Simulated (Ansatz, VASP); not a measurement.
**Two plane-wave programs on Zn3Cl2**

The input INCAR:

```
ALGO = Normal
EDIFF = 1E-6
EDIFFG = -0.01
ENCUT = 600
GGA = PE
IBRION = 2
ISIF = 3
ISMEAR = 0
LASPH = True
LCHARG = False
LREAL = False
LWAVE = False
NELM = 80
NSW = 100
PREC = Accurate
SIGMA = 0.1
```

Contents of KPOINTS:

```
k-points
0
Gamma
  12 12 4
```

File POSCAR:

```
Zn3Cl2
1.0
    3.4633908772      0.0000000000      0.0000000000
   -1.7316954386      2.9993844829      0.0000000000
    0.0000000000      0.0000000000     10.6256351715
Zn Cl
3 2
Direct
    0.0000000000      0.0000000000      0.0000000000
    0.3333333333      0.6666666667      0.8240122834
    0.6666666667      0.3333333333      0.1759877166
    0.3333333333      0.6666666667      0.3122520408
    0.6666666667      0.3333333333      0.6877479592
```

Input for Ansatz:

```yaml
crystal:
  lattice:
    - [3.4633908772, 0.0, 0.0]
    - [-1.7316954386, 2.9993844829, 0.0]
    - [0.0, 0.0, 10.6256351715]
  atoms:
    - { symbol: Zn, position: [0.0, 0.0, 0.0] }
    - { symbol: Zn, position: [0.3333333333, 0.6666666667, 0.8240122834] }
    - { symbol: Zn, position: [0.6666666667, 0.3333333333, 0.1759877166] }
    - { symbol: Cl, position: [0.3333333333, 0.6666666667, 0.3122520408] }
    - { symbol: Cl, position: [0.6666666667, 0.3333333333, 0.6877479592] }
basis:
  ecutwfc: 420
kpoints:
  mp_grid: { grid: [12, 12, 4] }
hamiltonian:
  xc: pbe
scf:
  occupations: { method: gaussian, width: 0.1 }
output:
  forces: true
  stress: true
  eigenvalues: true
  write_density: true
  write_potential: true
  elf: true
  volumetric_format: npy
relax:
  adjacent_minimum: "off"
  f_tol: 0.01
  max_steps: 80
  cell: { stress_tol: 0.05 }
```

Alike in both runs: task relaxation of cell and atoms; functional PBE; k mesh 12 × 12 × 4; occupations gaussian, width 0.1 eV; no spin polarisation.

```csv
,VASP,Ansatz
version,VASP 6.6.1,Ansatz 0.2.0
potentials or method,"VASP PAW PBE potentials, release 64 (Zn, Cl), cutoff 600 eV","scalar-relativistic, plane waves, PAW"
valence electrons in the cell,50,50
```

Ansatz gave:

* gap on the k mesh at the Fermi level, each at its own relaxed structure (eV): none
* relaxed volume (Å³/atom): 22.24
* relaxed length of the cell vector where the two differ most in proportion (Å): 10.942

Question: Estimate VASP's values.

Answer: gap on the k mesh at the Fermi level, each at its own relaxed structure (eV): none; relaxed volume (Å³/atom): 22.09; relaxed length of the cell vector where the two differ most in proportion (Å): 10.868.

A gap of «none» marks a metal or a gap that the smearing closes.
